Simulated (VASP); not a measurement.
# Pt (Fm-3m) in VASP: further runs

Runs on Pt. Level: PBEsol. Tasks: single point, relaxation of cell and atoms.

Everything below comes from runs of VASP 6.6.1. Logs are shortened: lines on timing, memory, paths and dates and some standing lists are left out, and cuts for length are marked.

## (1) The cell of the first run

Symmetry: Fm-3m, No. 225, cubic system. The conventional cell has a = 3.919 Å, b = 3.919 Å, c = 3.919 Å, α = 90.00°, β = 90.00°, γ = 90.00°. Within 3.7 Å of Pt (site symmetry m-3m) lie 12 Pt at 2.77 Å.

## (2) Single point, PBEsol

The input, INCAR:

```
SYSTEM = Pt
PREC = Accurate ; ENCUT = 500
EDIFF = 1E-6 ; ISMEAR = 0
SIGMA = 0.1 ; LREAL = .False.
LASPH = .True. ; NELM = 120
ALGO = Normal ; ISIF = 2
LWAVE = .False. ; LCHARG = .False.
GGA = PS ; NBANDS = 11
GGA_COMPAT = .False.
```

The input, KPOINTS:

```
Automatic mesh
0
Gamma
  12 12 12
  0 0 0
```

The input, POSCAR:

```
Pt
1.0
    0.0000000000      1.9593409526      1.9593409526
    1.9593409526      0.0000000000      1.9593409526
    1.9593409526      1.9593409526      0.0000000000
Pt
1
Direct
    0.0000000000      0.0000000000      0.0000000000
```

Potentials or basis: VASP PAW PBE potentials, release 64 (Pt).

Started as:

```
$ cat potpaw_PBE.64/Pt/POTCAR > POTCAR
$ mpirun -np 1 vasp_std > vasp.out
```

OUTCAR:

```text
SYSTEM = Pt
   PREC = Accurate
   ENCUT = 500
   EDIFF = 1E-6
   ISMEAR = 0
   LREAL = .False.
   LASPH = .True.
   NELM = 120
   ISIF = 2
   GGA = PS

 ion  position               nearest neighbor table
   1  0.000  0.000  0.000-

  LATTYP: Found a face centered cubic cell.
 ALAT       =     3.9186819052

  Lattice vectors:

 A1 = (   0.0000000000,   1.9593409526,   1.9593409526)
 A2 = (   1.9593409526,   0.0000000000,   1.9593409526)
 A3 = (   1.9593409526,   1.9593409526,   0.0000000000)

Analysis of symmetry for initial positions (statically):
=====================================================================
 Subroutine PRICEL returns:
 Original cell was already a primitive cell.

 Routine SETGRP: Setting up the symmetry group for a
 face centered cubic supercell.

 Subroutine GETGRP returns: Found 48 space group operations
 (whereof 48 operations were pure point group operations)
 out of a pool of 48 trial point group operations.

The static configuration has the point symmetry O_h .

Analysis of symmetry for dynamics (positions and initial velocities):
=====================================================================
 Subroutine PRICEL returns:
 Original cell was already a primitive cell.

 Routine SETGRP: Setting up the symmetry group for a
 face centered cubic supercell.

 Subroutine GETGRP returns: Found 48 space group operations
 (whereof 48 operations were pure point group operations)
 out of a pool of 48 trial point group operations.

The dynamic configuration has the point symmetry O_h .

 Subroutine INISYM returns: Found 48 space group operations
 (whereof 48 operations are pure point group operations),
 and found     1 'primitive' translations

----------------------------------------------------------------------------------------

                                     Primitive cell

  volume of cell :      15.0439

  direct lattice vectors                    reciprocal lattice vectors
     0.000000000  1.959340953  1.959340953    -0.255187847  0.255187847  0.255187847
     1.959340953  0.000000000  1.959340953     0.255187847 -0.255187847  0.255187847
     1.959340953  1.959340953  0.000000000     0.255187847  0.255187847 -0.255187847

  length of vectors
     2.770926548  2.770926548  2.770926548     0.441998317  0.441998317  0.441998317

  position of ions in fractional coordinates (direct lattice)
     0.000000000  0.000000000  0.000000000

  ion indices of the primitive-cell ions
   primitive index   ion index
                 1           1

----------------------------------------------------------------------------------------

 KPOINTS: Automatic mesh

Automatic generation of k-mesh.
 Grid dimensions read from file:
 generate k-points for:   12   12   12

 Generating k-lattice:

  Cartesian coordinates                     Fractional coordinates (reciprocal lattice)
    -0.021265654  0.021265654  0.021265654     0.083333333  0.000000000  0.000000000
     0.021265654 -0.021265654  0.021265654     0.000000000  0.083333333  0.000000000
     0.021265654  0.021265654 -0.021265654     0.000000000  0.000000000  0.083333333

  Length of vectors
     0.036833193  0.036833193  0.036833193

  Shift w.r.t. Gamma in fractional coordinates (k-lattice)
     0.000000000  0.000000000  0.000000000

 Subroutine IBZKPT returns following result:
 ===========================================

 Found     72 irreducible k-points:

 Following reciprocal coordinates:
            Coordinates               Weight
  0.000000  0.000000  0.000000      1.000000
  0.083333  0.000000  0.000000      8.000000
  0.166667  0.000000  0.000000      8.000000
  0.250000  0.000000  0.000000      8.000000
  0.333333  0.000000  0.000000      8.000000
  0.416667  0.000000  0.000000      8.000000
[... 16 lines left out ...]
  0.500000  0.166667  0.000000     24.000000
 -0.416667  0.166667  0.000000     24.000000
 [... further k-points ...]
   k-points           NKPTS =     72   k-points in BZ     NKDIM =     72   number of bands    NBANDS=     11
   number of dos      NEDOS =    301   number of ions     NIONS =      1
   total plane-waves  NPLWV =   8000
   dimension x,y,z NGX =    20 NGY =   20 NGZ =   20
   dimension x,y,z NGXF=    40 NGYF=   40 NGZF=   40
   ions per type =               1
   NGX,Y,Z   is equivalent  to a cutoff of  12.00, 12.00, 12.00 a.u.
   NGXF,Y,Z  is equivalent  to a cutoff of  24.00, 24.00, 24.00 a.u.
 SYSTEM =  Pt
   PREC   = accura    normal or accurate (medium, high low for compatibility)
   ISTART =      0    job   : 0-new  1-cont  2-samecut
   ICHARG =      2    charge: 1-file 2-atom 10-const
   ISPIN  =      1    spin polarized calculation?
   LNONCOLLINEAR =      F non collinear calculations
   LSORBIT =      F    spin-orbit coupling
   LASPH  =      T    aspherical Exc in radial PAW
   ENCUT  =  500.0 eV  36.75 Ry    6.06 a.u.   5.05  5.05  5.05*2*pi/ulx,y,z
   NELM   =    120;   NELMIN=  2; NELMDL= -5     # of ELM steps
   EDIFF  = 0.1E-05   stopping-criterion for ELM
   LREAL  =      F    real-space projection
   EDIFFG = 0.1E-04   stopping-criterion for IOM
   NSW    =      0    number of steps for IOM
   IBRION =     -1    ionic relax: 0-MD 1-quasi-New 2-CG
   NFREE  =      0    steps in history (QN), initial steepest desc. (CG)
   ISIF   =      2    stress and relaxation
   ISYM   =      2    0-nonsym 1-usesym 2-fastsym
   POTIM  = 0.5000    time-step for ionic-motion
   TEBEG  =    0.0;   TEEND  =   0.0 temperature during run
   PSTRESS=    0.0 pullay stress
   NELECT =      10.0000    total number of electrons
   NUPDOWN=      -1.0000    fix difference up-down
   EMIN   =  10.00;   EMAX   =-10.00  energy-range for DOS
   EFERMI =   0.00;   METHOD = LEGACY
   ISMEAR =     0;   SIGMA  =   0.10  broadening in eV -4-tet -1-fermi 0-gaus
   EFERMI_NEDOS =   21; number of points for ismear=-14 and -15
   IALGO  =     38    algorithm
   IMIX   =      4    mixing-type and parameters
     AMIX     =   0.40;   BMIX     =  1.00
     AMIX_MAG =   1.60;   BMIX_MAG =  1.00
  volume/ion in A,a.u.               =      15.04       101.52
  Fermi-wavevector in a.u.,A,eV,Ry     =   1.428745  2.699937 27.773752  2.041313
  Thomas-Fermi vector in A             =   2.548774
   LORBIT       =      0    0 simple, 1 ext, 2 COOP (PROOUT), +10 PAW based schemes
   GGA     = PS    functional components
   LHFCALC =     F    Hartree Fock is set to
   AEXX    =    0.0000 exact exchange contribution
   IVDW    =     0    specifies the selected vdW correction
   LEPSILON=     F    determine dielectric tensor
   LRPA    =     F    only Hartree local field effects (RPA)
 non-spin polarized calculation
 Gauss-broadening in eV      SIGMA  =   0.10
  energy-cutoff  :      500.00
  volume of cell :       15.04
 maximum number of plane-waves:       392
   NGX = 11   NGY = 11   NGZ = 11

 number of electron      10.0000001 magnetization

 Free energy of the ion-electron system (eV)
  ---------------------------------------------------
  ext. energy  EPLUGINS =         0.00000000
  ---------------------------------------------------
  free energy    TOTEN  =        -6.97010255 eV

  energy without entropy =       -6.95948966  energy(sigma->0) =       -6.96479611

 E-fermi :  11.1680     XC(G=0): -13.6410

 val. band max:       11.1650694163   @ k =  -0.4167   0.3333   0.0833
 cond. band min:      11.1717730977   @ k =   0.5000   0.4167   0.0833
 fundamental gap:      0.0067036814
 Fermi energy:        11.1680220576

 k-point     1 :       0.0000    0.0000    0.0000
  band No.  band energies     occupation
      1       0.8194      2.00000
      2       7.3317      2.00000
      3       7.3317      2.00000
      4       7.3317      2.00000
      5       9.5206      2.00000
      6       9.5206      2.00000
      7      25.7594      0.00000
      8      30.7314      0.00000
      9      30.7314      0.00000
     10      30.7314      0.00000
     11      36.0359      0.00000

 k-point     2 :       0.0833    0.0000    0.0000
  band No.  band energies     occupation
      1       1.0978      2.00000
      2       7.2094      2.00000
      3       7.4403      2.00000
      4       7.4403      2.00000
      5       9.4617      2.00000
      6       9.4617      2.00000
      7      26.1888      0.00000
      8      29.3952      0.00000
      9      31.1607      0.00000
     10      31.1607      0.00000
     11      37.4158      0.00000

 k-point     3 :       0.1667    0.0000    0.0000
  band No.  band energies     occupation
      1       1.8705      2.00000
      2       6.9637      2.00000
      3       7.6621      2.00000
      4       7.6621      2.00000
      5       9.4127      2.00000
      6       9.4127      2.00000
      7      27.0218      0.00000
      8      27.1914      0.00000
      9      32.3541      0.00000
     10      32.3541      0.00000
     11      36.0704      0.00000

 k-point     4 :       0.2500    0.0000    0.0000
  band No.  band energies     occupation
      1       2.8770      2.00000
      2       6.9651      2.00000
      3       7.7106      2.00000
      4       7.7106      2.00000
      5       9.6935      2.00000
      6       9.6935      2.00000
      7      24.4172      0.00000
      8      27.5095      0.00000
      9      33.7857      0.00000
     10      33.7857      0.00000
     11      34.6486      0.00000
[... 239 lines left out ...]
 k-point    22 :       0.4167    0.1667    0.0000
  band No.  band energies     occupation
      1       4.4241      2.00000
      2       6.6498      2.00000
      3       7.1905      2.00000
      4       8.2423      2.00000
      5      11.1347      1.36253
      6      11.6648      0.00000
      7      20.5628      0.00000
      8      27.0831      0.00000
      9      28.4695      0.00000
     10      30.3494      0.00000
     11      37.8039      0.00000

 k-point    23 :       0.5000    0.1667    0.0000
  band No.  band energies     occupation
      1       4.5155      2.00000
      2       6.6726      2.00000
      3       7.9080      2.00000
      4       8.0510      2.00000
      5      11.2620      0.18375
      6      13.5938      0.00000
      7      17.5783      0.00000
      8      26.3208      0.00000
      9      28.5445      0.00000
     10      28.9648      0.00000
     11      38.4963      0.00000

 k-point    24 :      -0.4167    0.1667    0.0000
  band No.  band energies     occupation
      1       4.5742      2.00000
      2       6.6870      2.00000
      3       7.9615      2.00000
      4       8.2228      2.00000
      5      10.8586      1.99999
      6      14.1512      0.00000
      7      17.1520      0.00000
      8      25.9378      0.00000
      9      28.0348      0.00000
     10      29.6739      0.00000
     11      38.0302      0.00000

 [... further k-points ...]
[... 5 lines left out ...]
  --------------------------------------------------------------------------------------
  -------------------------------------------------------------------------------------
  Total       -0.0327839     -0.0327839     -0.0327839     -0.0000000     -0.0000000      0.0000000
  in kB       -3.4914968     -3.4914968     -3.4914968     -0.0000000     -0.0000000      0.0000000
  external PRESSURE =      -3.4914968 kB  Pullay stress =       0.0000000 kB

 VOLUME and BASIS-vectors are now :
 -----------------------------------------------------------------------------
  energy-cutoff  :      500.00
  volume of cell :       15.04
      direct lattice vectors                 reciprocal lattice vectors
     0.000000000  1.959340953  1.959340953    -0.255187847  0.255187847  0.255187847
     1.959340953  0.000000000  1.959340953     0.255187847 -0.255187847  0.255187847
     1.959340953  1.959340953  0.000000000     0.255187847  0.255187847 -0.255187847

 POSITION                                       TOTAL-FORCE (eV/Angst)
 -----------------------------------------------------------------------------------
      0.00000      0.00000      0.00000        -0.000000      0.000000     -0.000000
 -----------------------------------------------------------------------------------
    total drift:                                0.000000      0.000000      0.000000

  FREE ENERGIE OF THE ION-ELECTRON SYSTEM (eV)
  ---------------------------------------------------
  free  energy   TOTEN  =        -6.9701025547 eV

  energy  without entropy=       -6.9594896646  energy(sigma->0) =       -6.96479611
```

It took 8.3 s on 1 thread of Intel Xeon Platinum 8559C (Emerald Rapids), shared host; peak memory 0.13 GiB.

What came out:

* Free energy: -6.9701 eV
* Pressure: -0.3 GPa
* Band gap on the k mesh: zero (bands 5 and 6 overlap by 2.24 eV)

Caveat: the PAW data sets were made with another functional, which shifts forces and pressure a little; spin-orbit coupling is left out, which moves the levels of the heavy elements.

## (3) Relaxation of cell and atoms, PBEsol

This run uses another cell than the first one, of 15.41 Å³/atom.

The input, INCAR:

```
  PREC = Accurate
  ENCUT = 500
  EDIFF = 1E-7
  ISMEAR = 0
  SIGMA = 0.1
  LREAL = F
  LASPH = T
  NELM = 120
  ALGO = Normal
  ISIF = 3
  LWAVE = F
  LCHARG = F
  GGA = PS
  IBRION = 2
  NSW = 80
  EDIFFG = -0.003
  GGA_COMPAT = F
  NELMIN = 4
```

The input, KPOINTS:

```
regular mesh
0
Gamma
  12 12 12
```

The input, POSCAR:

```
Pt
1.0
    0.0000000000      1.9750000000      1.9750000000
    1.9750000000      0.0000000000      1.9750000000
    1.9750000000      1.9750000000      0.0000000000
Pt
1
Direct
    0.0000000000      0.0000000000      0.0000000000
```

Potentials or basis: VASP PAW PBE potentials, release 64 (Pt).

Started as:

```
$ cat potpaw_PBE.64/Pt/POTCAR > POTCAR
$ mpirun -np 1 vasp_std > vasp.out
```

Wall time 22 s (1 thread of Intel Xeon Platinum 8559C (Emerald Rapids), shared host); peak memory 0.14 GiB.

The run converged. Its results:

| Item | Value |
| --- | --- |
| Free energy | -6.9704 eV |
| Relaxed volume | 15.03 Å³/atom |
| Relaxed cell | a = 2.770 Å, b = 2.770 Å, c = 2.770 Å, α = 60.00°, β = 60.00°, γ = 60.00° |
| Space group after relaxing (to 0.1 Å) | Fm-3m (No. 225) |
| Energy gained by relaxing | 8.3 meV/atom |
| Ionic steps | 4 |
| Pressure after relaxing | 0.0 GPa |
| Band gap on the k mesh | zero (bands 5 and 6 overlap by 2.25 eV) |

Step by step:
```tsv
step	energy change (eV)	largest force (eV/Å)	pressure (GPa)	volume (Å³)
1	0.0000	0.0000	-6.78	15.41
2	0.0647	0.0000	24.62	14.00
3	-0.0083	0.0000	-0.19	15.03
4	-0.0083	0.0000	-0.02	15.03
```

Final structure:
```
Pt
1.0
     0.00000    1.95855    1.95855
     1.95855    0.00000    1.95855
     1.95855    1.95855    0.00000
Pt
1
Direct
  0.00000 0.00000 0.00000
```

Levels at points of the mesh, in eV from the Fermi level:
| k point | band 2 | band 3 | band 4 | band 5 | band 6 | band 7 | band 8 | band 9 |
| --- | --- | --- | --- | --- | --- | --- | --- | --- |
| (0.00, 0.00, 0.00) | -3.84 | -3.84 | -3.84 | -1.65 | -1.65 | 14.59 | 19.57 | 19.57 |
| (0.50, 0.00, 0.00) | -3.90 | -3.90 | -0.59 | 0.03 | 0.03 | 5.81 | 14.14 | 18.94 |
| (0.50, 0.50, 0.00) | -6.70 | 0.01 | 0.48 | 0.48 | 1.68 | 8.85 | 11.32 | 11.32 |

Caveat: the PAW data sets were made with another functional, which shifts forces and pressure a little; spin-orbit coupling is left out, which moves the levels of the heavy elements.
